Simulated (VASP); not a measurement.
Here is a VASP 6.6.1 calculation.

File INCAR:

```
SYSTEM = Nb16O
ALGO = Normal
EDIFF = 1E-6
ENCUT = 520
GGA = PE
ISIF = 2
ISMEAR = 1
LASPH = .True.
LCHARG = .False.
LREAL = Auto
LWAVE = .False.
NBANDS = 121
NELM = 80
PREC = Accurate
SIGMA = 0.1
```

The input KPOINTS:

```
k-points
0
Gamma
  3 3 3
  0 0 0
```

File POSCAR:

```
Nb16O
1.0
    6.6171497900      0.0000000000      0.0000000000
    0.0000000000      6.6171497900      0.0000000000
    0.0000000000      0.0000000000      6.6171497900
Nb O
16 1
Direct
    0.0050935827     -0.0077276473     -0.0005541661
    0.2502180021      0.2505089128      0.2504238309
    0.0063453301     -0.0051423953      0.4995093212
    0.2502450530      0.2506650223      0.7496632474
   -0.0000745034      0.4997866309      0.0002339376
    0.2504824664      0.7581789984      0.2451853217
    0.0225196655      0.5113497665      0.4997477925
    0.2505253852      0.7580945209      0.7548100252
    0.4954306770     -0.0077802380     -0.0005839372
    0.7503763943      0.2389385234      0.2276617649
    0.4945593048     -0.0052563416      0.4995081122
    0.7502920680      0.2388906176      0.7719551714
    0.5006974461      0.4996630128      0.0002141405
    0.7504737172      0.7555547568      0.2435596973
    0.4783347968      0.5112878063      0.4998401283
    0.7504885272      0.7556070451      0.7554120971
    0.7504635920      0.3750759887      0.4998930212
```

Potentials or basis: VASP PAW PBE potentials, release 64 (Nb_sv, O).

Command:

```bash
$ cat potpaw_PBE.64/Nb_sv/POTCAR potpaw_PBE.64/O/POTCAR > POTCAR
$ mpirun -np 1 vasp_std > vasp.out
```

What does it give for the pressure?

6.0 GPa.

Predict the band gap on the k mesh.

zero (band 107 reaches 12.16 eV, above the bottom of band 108 at 10.99 eV).

What does it give for the largest force?

0.046 eV/Å.

Stress tensor (GPa, compression positive):
```
 7.08  0.00  0.00
 0.00  3.97 -0.02
 0.00 -0.02  7.08
```
